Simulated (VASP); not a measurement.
Crystal: Sr3Mg.

```
Mg Sr
1.0
     5.65000    0.00000    0.00000
     0.00000    5.65000    0.00000
     0.00000    0.00000    5.65000
Mg Sr
1 3
Direct
  0.00000 0.00000 0.00000
  0.00000 0.50000 0.50000
  0.50000 0.00000 0.50000
  0.50000 0.50000 0.00000
```

- Program: VASP 6.6.1
- Task: relaxation of cell and atoms
- Functional: PBEsol
- Potentials or basis: VASP PAW PBE potentials, release 64 (Mg, Sr_sv)
- Cutoff: 600 eV
- k mesh: 5 × 5 × 5
- Occupations: fermi-dirac, width 0.05 eV
- Spin: no spin polarisation

At the start: pressure -0.6 GPa; volume 45.09 Å³/atom.

**Question.** How do energy, volume and symmetry change on relaxing?

**Answer.** Over 4 steps the energy falls by 3.9 meV/atom and the volume is 43.13 Å³/atom (-4.3 %); space group Pm-3m (No. 221, to 0.05 Å).

The path:
| step | energy change (eV) | largest force (eV/Å) | pressure (GPa) | volume (Å³) |
| --- | --- | --- | --- | --- |
| 1 | 0.0000 | 0.0000 | -0.63 | 180.36 |
| 2 | -0.0130 | 0.0000 | -0.27 | 175.78 |
| 3 | -0.0157 | 0.0000 | -0.04 | 173.05 |
| 4 | -0.0157 | 0.0000 | 0.01 | 172.53 |

Final structure:
```
Mg Sr
1.0
     5.56699    0.00000    0.00000
     0.00000    5.56699    0.00000
     0.00000    0.00000    5.56699
Mg Sr
1 3
Direct
  0.00000 0.00000 0.00000
  0.00000 0.50000 0.50000
  0.50000 0.00000 0.50000
  0.50000 0.50000 0.00000
```

Caveat: the PAW data sets were made with another functional, which shifts forces and pressure a little.
